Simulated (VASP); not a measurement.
Here is a VASP 6.6.1 calculation.

POSCAR

```
CdF2
1.0
    0.0000000000      2.6399178644      2.6399178644
    2.6399178644      0.0000000000      2.6399178644
    2.6399178644      2.6399178644      0.0000000000
Cd F
1 2
Direct
    0.0000000000      0.0000000000      0.0000000000
    0.2500000000      0.2500000000      0.2500000000
    0.7500000000      0.7500000000      0.7500000000
```

Contents of INCAR.step1:

```
SYSTEM = CdF2
PREC = Accurate ; ENCUT = 520
ISMEAR = 0 ; SIGMA = 0.02
LREAL = .FALSE. ; LASPH = .TRUE.
NELM = 60 ; NBANDS = 20
GGA = PE ; ALGO = Normal
EDIFF = 1E-4 ; LWAVE = .TRUE.
LCHARG = .FALSE.
```

File INCAR.step2:

```
SYSTEM = CdF2
PREC = Accurate ; ENCUT = 520
EDIFF = 1E-6 ; ISMEAR = 0
SIGMA = 0.02 ; LREAL = .FALSE.
LASPH = .TRUE. ; NELM = 60
ALGO = Normal ; ISIF = 2
LWAVE = .FALSE. ; LCHARG = .FALSE.
METAGGA = R2SCAN ; LMIXTAU = .TRUE.
NBANDS = 20 ; ISTART = 1
```

The input KPOINTS:

```
Automatic mesh
0
G
  8 8 8
  0 0 0
```

Potentials or basis: VASP PAW PBE potentials, release 64 (Cd, F).

Command:

```console
$ cat potpaw_PBE.64/Cd/POTCAR potpaw_PBE.64/F/POTCAR > POTCAR
$ cp INCAR.step1 INCAR
$ mpirun -np 1 vasp_std > vasp.out
$ cp INCAR.step2 INCAR
$ mpirun -np 1 vasp_std > vasp.out
```

Task: Estimate the band gap on the k mesh.

Result: 3.97 eV (least direct gap 4.38 eV).

Task: What does it give for the pressure?

Result: 9.4 GPa.

Caveat: the cell stands under pressure; the PAW data sets were made with another functional, which shifts forces and pressure a little. A k mesh can miss the band edges.
